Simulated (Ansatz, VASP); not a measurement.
**Two plane-wave programs on Br**

The input INCAR:

```
SYSTEM = Br
PREC     = Accurate       ! precision mode
ENCUT    = 600            ! plane-wave cutoff, eV
EDIFF    = 1E-7           ! SCF threshold, eV
ISMEAR   = 0              ! smearing method
SIGMA    = 0.1            ! smearing width, eV
LREAL    = .FALSE.        ! projectors in reciprocal space
LASPH    = .TRUE.         ! aspherical terms in the spheres
NELM     = 100            ! most SCF steps
ALGO     = Normal         ! electronic algorithm
ISIF     = 3              ! what is computed and relaxed
LWAVE    = .FALSE.        ! write WAVECAR
LCHARG   = .FALSE.        ! write CHGCAR
GGA      = PS             ! functional
IBRION   = 2              ! ionic algorithm
NSW      = 90             ! ionic steps
EDIFFG   = -0.04          ! ionic threshold
```

The input KPOINTS:

```
regular mesh
0
G
  6 6 4
  0 0 0
```

The input POSCAR:

```
Br
1.0
    4.6206975968      0.0000000000      0.0000000000
   -2.3103487985      4.0016415021      0.0000000000
    0.0000000000      0.0000000000      5.2423361008
Br
3
Direct
    0.2254000000      0.0000000000      0.3333333333
    0.0000000000      0.2254000000      0.6666666667
    0.7746000000      0.7746000000      0.0000000000
```

Input for Ansatz:

```yaml
crystal:
  lattice:
    - [4.6206975968, 0.0, 0.0]
    - [-2.3103487985, 4.0016415021, 0.0]
    - [0.0, 0.0, 5.2423361008]
  atoms:
    - { symbol: Br, position: [0.2254, 0.0, 0.3333333333] }
    - { symbol: Br, position: [0.0, 0.2254, 0.6666666667] }
    - { symbol: Br, position: [0.7746, 0.7746, 0.0] }
basis:
  ecutwfc: 420
kpoints:
  mp_grid: { grid: [6, 6, 4] }
hamiltonian:
  xc: pbesol
scf:
  occupations: { method: gaussian, width: 0.1 }
  lower_state_search: "off"
output:
  forces: true
  stress: true
  eigenvalues: true
relax:
  adjacent_minimum: "off"
  f_tol: 0.04
  max_steps: 70
  cell: { stress_tol: 0.4 }
```

Alike in both runs: task relaxation of cell and atoms; functional PBEsol; k mesh 6 × 6 × 4; occupations gaussian, width 0.1 eV; no spin polarisation.

```csv
,VASP,Ansatz
version,VASP 6.6.1,Ansatz 0.2.0
potentials or method,"VASP PAW PBE potentials, release 64 (Br), cutoff 600 eV","scalar-relativistic, plane waves, PAW"
valence electrons in the cell,21,21
```

VASP gave:

| Property | Result |
| --- | --- |
| gap on the k mesh at the Fermi level, each at its own relaxed structure (eV) | none |
| relaxed volume (Å³/atom) | 32.08 |
| relaxed cell length with the largest relative difference (Å) | 7.550 |

Task: Estimate Ansatz's values.

Result: gap on the k mesh at the Fermi level, each at its own relaxed structure (eV): none; relaxed volume (Å³/atom): 27.45; relaxed cell length with the largest relative difference (Å): 5.425.

VASP's potentials were made for PBE, not for PBEsol. A gap of «none» marks a metal or a gap that the smearing closes. One of these differences is far larger than is usual between the two programs; its cause wasn't traced.
